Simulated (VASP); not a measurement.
# SnO2 (Cm) in VASP: single point with PBE+D3(BJ)

Aim: the single point of SnO2 with PBE+D3(BJ).

Everything below comes from runs of VASP 6.6.1. Logs are shortened: lines on timing, memory, paths and dates and some standing lists are left out, and cuts for length are marked.

## Step 1: The cell of the first run

The structure is monoclinic, space group Cm (No. 8). The conventional cell has a = 5.607 Å, b = 3.237 Å, c = 4.680 Å, α = 90.00°, β = 113.54°, γ = 90.00°. Within 2.5 Å of Sn (site symmetry m) lie 6 O at 1.91 to 2.23 Å. O (site symmetry m) has 3 Sn at 2.08 to 2.13 Å and 2 O at 2.64 Å within 2.8 Å. O (site symmetry m) has 3 Sn at 1.91 to 2.23 Å within 2.5 Å.

## Step 2: Single point, PBE+D3(BJ) (mode 20 frozen in at +0.075 Å and mode 26 at -0.138 Å (largest displacements))

File INCAR:

```
PREC = Accurate ; ENCUT = 520
EDIFF = 1E-6 ; ISMEAR = 0
SIGMA = 0.05 ; LREAL = False
LASPH = True ; NELM = 100
ALGO = Normal ; ISIF = 2
LWAVE = False ; LCHARG = True
GGA = PE ; IVDW = 12
LELF = True ; LVHAR = True
NBANDS = 64
```

File KPOINTS:

```
regular mesh
0
Gamma
  6 6 6
```

File POSCAR:

```
SnO2
1.0
    3.2373377712      1.8690778337      4.2908446647
   -3.2373377712      1.8690778337      4.2908446647
    0.0000000000     -3.7381556673      4.2908446647
Sn O
4 8
Direct
    0.8611587398      0.8665890171      0.8665890169
    0.3612049137      0.3665796864      0.8665927907
    0.3612049137      0.8665927910      0.3665796862
    0.8611730765      0.3665907056      0.3665907054
    0.1099264480      0.6267651682      0.6267651911
    0.6099564890      0.1268248310      0.6267794295
    0.6099564890      0.6267794066      0.1268248539
    0.6463230531      0.5894445031      0.5894444822
    0.1099440293      0.1268083030      0.1268083259
    0.1463826141      0.0893769302      0.5894329419
    0.1463826142      0.5894329629      0.0893769092
    0.6463234758      0.0894162634      0.0894162424
```

Potentials or basis: VASP PAW PBE potentials, release 64 (Sn_d, O).

Started as:

```
$ cat potpaw_PBE.64/Sn_d/POTCAR potpaw_PBE.64/O/POTCAR > POTCAR
$ mpirun -np 1 vasp_std > vasp.out
```

OUTCAR:

```text
PREC = Accurate
   ENCUT = 520
   EDIFF = 1E-6
   ISMEAR = 0
   LREAL = False
   LASPH = True
   NELM = 100
   ISIF = 2
   GGA = PE
   IVDW = 12
 IVDW          = 12

 ion  position               nearest neighbor table
   1  0.861  0.867  0.867-  12 1.91   5 2.08   6 2.13   7 2.13  11 2.23  10 2.23   2 3.24   3 3.24
                             4 3.24   4 3.24   2 3.24   3 3.24
   2  0.361  0.367  0.867-  11 1.91   6 2.08   9 2.13   5 2.13  12 2.23   8 2.23   1 3.24   4 3.24
                             3 3.24   3 3.24   4 3.24   1 3.24
   3  0.361  0.867  0.367-  10 1.91   7 2.08   9 2.13   5 2.13  12 2.23   8 2.23   1 3.24   4 3.24
                             2 3.24   2 3.24   4 3.24   1 3.24
   4  0.861  0.367  0.367-   8 1.91   9 2.08   7 2.13   6 2.13  10 2.23  11 2.23   2 3.24   3 3.24
                             1 3.24   1 3.24   3 3.24   2 3.24
   5  0.110  0.627  0.627-   1 2.08   2 2.13   3 2.13
   6  0.610  0.127  0.627-   2 2.08   4 2.13   1 2.13
   7  0.610  0.627  0.127-   3 2.08   4 2.13   1 2.13
   8  0.646  0.589  0.589-   4 1.91   3 2.23   2 2.23
   9  0.110  0.127  0.127-   4 2.08   3 2.13   2 2.13
  10  0.146  0.089  0.589-   3 1.91   1 2.23   4 2.23
  11  0.146  0.589  0.089-   2 1.91   1 2.23   4 2.23
  12  0.646  0.089  0.089-   1 1.91   2 2.23   3 2.23

  LATTYP: Found a trigonal (rhomboedric) cell.
 ALAT       =     5.6907957027
 COS(alpha) =     0.3527679204

  Lattice vectors:

 A1 = (   3.2373377712,   1.8690778337,   4.2908446647)
 A2 = (  -3.2373377712,   1.8690778337,   4.2908446647)
 A3 = (   0.0000000000,  -3.7381556673,   4.2908446647)

Analysis of symmetry for initial positions (statically):
=====================================================================
 Subroutine PRICEL returns:
 Original cell was already a primitive cell.

 Routine SETGRP: Setting up the symmetry group for a
 trigonal (rhombohedral) supercell.

 Subroutine GETGRP returns: Found  2 space group operations
 (whereof  2 operations were pure point group operations)
 out of a pool of 12 trial point group operations.

The static configuration has the point symmetry C_1h.

Analysis of symmetry for dynamics (positions and initial velocities):
=====================================================================
 Subroutine PRICEL returns:
 Original cell was already a primitive cell.

 Routine SETGRP: Setting up the symmetry group for a
 trigonal (rhombohedral) supercell.

 Subroutine GETGRP returns: Found  2 space group operations
 (whereof  2 operations were pure point group operations)
 out of a pool of 12 trial point group operations.

The dynamic configuration has the point symmetry C_1h.

 Subroutine INISYM returns: Found  2 space group operations
 (whereof  2 operations are pure point group operations),
 and found     1 'primitive' translations

----------------------------------------------------------------------------------------

                                     Primitive cell

  volume of cell :     155.7792

  direct lattice vectors                    reciprocal lattice vectors
     3.237337771  1.869077834  4.290844665     0.154447894  0.089170533  0.077684782
    -3.237337771  1.869077834  4.290844665    -0.154447894  0.089170533  0.077684782
     0.000000000 -3.738155667  4.290844665     0.000000000 -0.178341066  0.077684782

  length of vectors
     5.690795703  5.690795703  5.690795703     0.194526248  0.194526248  0.194526248

  position of ions in fractional coordinates (direct lattice)
     0.861158740  0.866589017  0.866589017
     0.361204914  0.366579686  0.866592791
     0.361204914  0.866592791  0.366579686
     0.861173077  0.366590706  0.366590705
     0.109926448  0.626765168  0.626765191
     0.609956489  0.126824831  0.626779429
     0.609956489  0.626779407  0.126824854
     0.646323053  0.589444503  0.589444482
     0.109944029  0.126808303  0.126808326
     0.146382614  0.089376930  0.589432942
     0.146382614  0.589432963  0.089376909
     0.646323476  0.089416263  0.089416242

  ion indices of the primitive-cell ions
   primitive index   ion index
                 1           1
                 2           2
                 3           3
                 4           4
                 5           5
                 6           6
                 7           7
                 8           8
                 9           9
                10          10
                11          11
                12          12

----------------------------------------------------------------------------------------

 KPOINTS: regular mesh

Automatic generation of k-mesh.
 Grid dimensions read from file:
 generate k-points for:    6    6    6

 Generating k-lattice:

  Cartesian coordinates                     Fractional coordinates (reciprocal lattice)
     0.025741316  0.014861756  0.012947464     0.166666667  0.000000000  0.000000000
    -0.025741316  0.014861756  0.012947464     0.000000000  0.166666667  0.000000000
     0.000000000 -0.029723511  0.012947464     0.000000000  0.000000000  0.166666667

  Length of vectors
     0.032421041  0.032421041  0.032421041

  Shift w.r.t. Gamma in fractional coordinates (k-lattice)
     0.000000000  0.000000000  0.000000000

 Subroutine IBZKPT returns following result:
 ===========================================

 Found     68 irreducible k-points:

 Following reciprocal coordinates:
            Coordinates               Weight
  0.000000  0.000000  0.000000      1.000000
  0.166667 -0.000000  0.000000      2.000000
 -0.000000  0.166667  0.000000      4.000000
  0.333333  0.000000  0.000000      2.000000
  0.000000  0.333333  0.000000      4.000000
  0.500000  0.000000 -0.000000      1.000000
[... 16 lines left out ...]
  0.500000  0.333333  0.000000      4.000000
  0.000000  0.500000  0.333333      4.000000
 [... further k-points ...]
   k-points           NKPTS =     68   k-points in BZ     NKDIM =     68   number of bands    NBANDS=     64
   number of dos      NEDOS =    301   number of ions     NIONS =     12
   total plane-waves  NPLWV =  74088
   dimension x,y,z NGX =    42 NGY =   42 NGZ =   42
   dimension x,y,z NGXF=    84 NGYF=   84 NGZF=   84
   ions per type =               4   8
   NGX,Y,Z   is equivalent  to a cutoff of  12.27, 12.27, 12.27 a.u.
   NGXF,Y,Z  is equivalent  to a cutoff of  24.54, 24.54, 24.54 a.u.
 SYSTEM =  unknown system
   PREC   = accura    normal or accurate (medium, high low for compatibility)
   ISTART =      0    job   : 0-new  1-cont  2-samecut
   ICHARG =      2    charge: 1-file 2-atom 10-const
   ISPIN  =      1    spin polarized calculation?
   LNONCOLLINEAR =      F non collinear calculations
   LSORBIT =      F    spin-orbit coupling
   LASPH  =      T    aspherical Exc in radial PAW
   ENCUT  =  520.0 eV  38.22 Ry    6.18 a.u.  10.58 10.58 10.58*2*pi/ulx,y,z
   NELM   =    100;   NELMIN=  2; NELMDL= -5     # of ELM steps
   EDIFF  = 0.1E-05   stopping-criterion for ELM
   LREAL  =      F    real-space projection
   EDIFFG = 0.1E-04   stopping-criterion for IOM
   NSW    =      0    number of steps for IOM
   IBRION =     -1    ionic relax: 0-MD 1-quasi-New 2-CG
   NFREE  =      0    steps in history (QN), initial steepest desc. (CG)
   ISIF   =      2    stress and relaxation
   ISYM   =      2    0-nonsym 1-usesym 2-fastsym
   POTIM  = 0.5000    time-step for ionic-motion
   TEBEG  =    0.0;   TEEND  =   0.0 temperature during run
   PSTRESS=    0.0 pullay stress
   NELECT =     104.0000    total number of electrons
   NUPDOWN=      -1.0000    fix difference up-down
   EMIN   =  10.00;   EMAX   =-10.00  energy-range for DOS
   EFERMI =   0.00;   METHOD = LEGACY
   ISMEAR =     0;   SIGMA  =   0.05  broadening in eV -4-tet -1-fermi 0-gaus
   EFERMI_NEDOS =   21; number of points for ismear=-14 and -15
   IALGO  =     38    algorithm
   IMIX   =      4    mixing-type and parameters
     AMIX     =   0.40;   BMIX     =  1.00
     AMIX_MAG =   1.60;   BMIX_MAG =  1.00
  volume/ion in A,a.u.               =      12.98        87.60
  Fermi-wavevector in a.u.,A,eV,Ry     =   1.430813  2.703844 27.854188  2.047225
  Thomas-Fermi vector in A             =   2.550617
   LORBIT       =      0    0 simple, 1 ext, 2 COOP (PROOUT), +10 PAW based schemes
   GGA     = PE    functional components
   LHFCALC =     F    Hartree Fock is set to
   AEXX    =    0.0000 exact exchange contribution
   IVDW    =    12    specifies the selected vdW correction
   LEPSILON=     F    determine dielectric tensor
   LRPA    =     F    only Hartree local field effects (RPA)
 non-spin polarized calculation
 Gauss-broadening in eV      SIGMA  =   0.05
  energy-cutoff  :      520.00
  volume of cell :      155.78
 maximum number of plane-waves:      4212
   NGX = 21   NGY = 21   NGZ = 21

 number of electron     104.0000034 magnetization

 Free energy of the ion-electron system (eV)
  ---------------------------------------------------
  ext. energy  EPLUGINS =         0.00000000
  ---------------------------------------------------
  free energy    TOTEN  =       -71.27125609 eV

  energy without entropy =      -71.27125609  energy(sigma->0) =      -71.27125609

 E-fermi :   5.2667     XC(G=0): -10.7230

 val. band max:        4.9674704644   @ k =   0.0000   0.0000   0.0000
 cond. band min:       6.4015243640   @ k =   0.0000   0.0000   0.0000
 fundamental gap:      1.4340538996
 Fermi energy:         5.2667357782

 k-point     1 :       0.0000    0.0000    0.0000
  band No.  band energies     occupation
      1     -16.1006      2.00000
      2     -16.0398      2.00000
      3     -16.0393      2.00000
      4     -15.5883      2.00000
      5     -15.2346      2.00000
      6     -15.1724      2.00000
[... 1597 lines left out ...]
     63      14.4880      0.00000
     64      14.5054      0.00000

 [... further k-points ...]

------------------------ aborting loop because EDIFF is reached ----------------------------------------

 Edisp (eV)   -2.41298

 E8    (eV) :    -0.9595

  FORCE on cell =-STRESS in cart. coord.  units (eV):
  Direction    XX          YY          ZZ          XY          YZ          ZX
  --------------------------------------------------------------------------------------
  -------------------------------------------------------------------------------------
  Total       6.17441     3.13877     5.16066     2.62894    -6.78292   -11.74836
  in kB      63.50332    32.28198    53.07700    27.03848   -69.76179  -120.83103
  external pressure =       49.62 kB  Pullay stress =        0.00 kB

 VOLUME and BASIS-vectors are now :
 -----------------------------------------------------------------------------
  energy-cutoff  :      520.00
  volume of cell :      155.78
      direct lattice vectors                 reciprocal lattice vectors
     3.237337771  1.869077834  4.290844665     0.154447894  0.089170533  0.077684782
    -3.237337771  1.869077834  4.290844665    -0.154447894  0.089170533  0.077684782
     0.000000000 -3.738155667  4.290844665     0.000000000 -0.178341066  0.077684782

 POSITION                                       TOTAL-FORCE (eV/Angst)
 -----------------------------------------------------------------------------------
     -0.01758     -0.01015     11.13190         2.036083      1.175533     -0.883529
     -0.01740     -1.87917      6.84123         2.025525      1.173192     -0.884705
     -1.63611      0.92452      6.84123         2.028776      1.167560     -0.884705
      1.60113      0.92441      6.84113         2.029092      1.171497     -0.877530
     -1.67318     -0.96601      5.85038         0.671907      0.387926     -0.174956
      1.56406     -0.96590      5.85083         0.673687      0.387556     -0.179293
     -0.05446      1.83746      5.85083         0.672477      0.389652     -0.179293
      0.18414      0.10631      7.83170        -2.698296     -1.557862      1.058543
     -0.05460     -0.03152      1.55998         0.673122      0.388627     -0.178813
      0.18455     -1.76274      3.54077        -2.705491     -1.561448      1.061263
     -1.43430      1.04119      3.54077        -2.704999     -1.562300      1.061263
      1.80290      1.04090      3.54062        -2.701884     -1.559934      1.061757
 -----------------------------------------------------------------------------------
    total drift:                                0.005329      0.003089      0.000727

  FREE ENERGIE OF THE ION-ELECTRON SYSTEM (eV)
  ---------------------------------------------------
  free  energy   TOTEN  =       -73.6842387387 eV

  energy  without entropy=      -73.6842387387  energy(sigma->0) =      -73.68423874
```

It took 8.1 min on 1 thread of Intel Xeon Platinum 8488C (Sapphire Rapids), shared host; peak memory 0.57 GiB.

What came out:

```yaml
Free_energy: -73.6842 eV
Pressure: 5.0 GPa
Largest_force: 3.299 eV/Å
Band_gap_on_the_k_mesh: 1.43 eV
Dispersion_energy_per_atom: -0.201 eV
```

Forces on the atoms (eV/Å):
```
Sn   2.036  1.176 -0.884
Sn   2.026  1.173 -0.885
Sn   2.029  1.168 -0.885
Sn   2.029  1.171 -0.878
O    0.672  0.388 -0.175
O    0.674  0.388 -0.179
O    0.672  0.390 -0.179
O   -2.698 -1.558  1.059
O    0.673  0.389 -0.179
O   -2.705 -1.561  1.061
O   -2.705 -1.562  1.061
O   -2.702 -1.560  1.062
```

Stress tensor (GPa, compression positive):
```
  6.35   2.70 -12.08
  2.70   3.23  -6.98
-12.08  -6.98   5.31
```

Caveat: the cell differs from its parent crystal (mode 20 frozen in at +0.075 Å and mode 26 at -0.138 Å (largest displacements)); spin-orbit coupling is left out, which moves the levels of the heavy elements; forces of over 1 eV/Å act on the atoms, so gaps and moduli don't describe the material at rest.
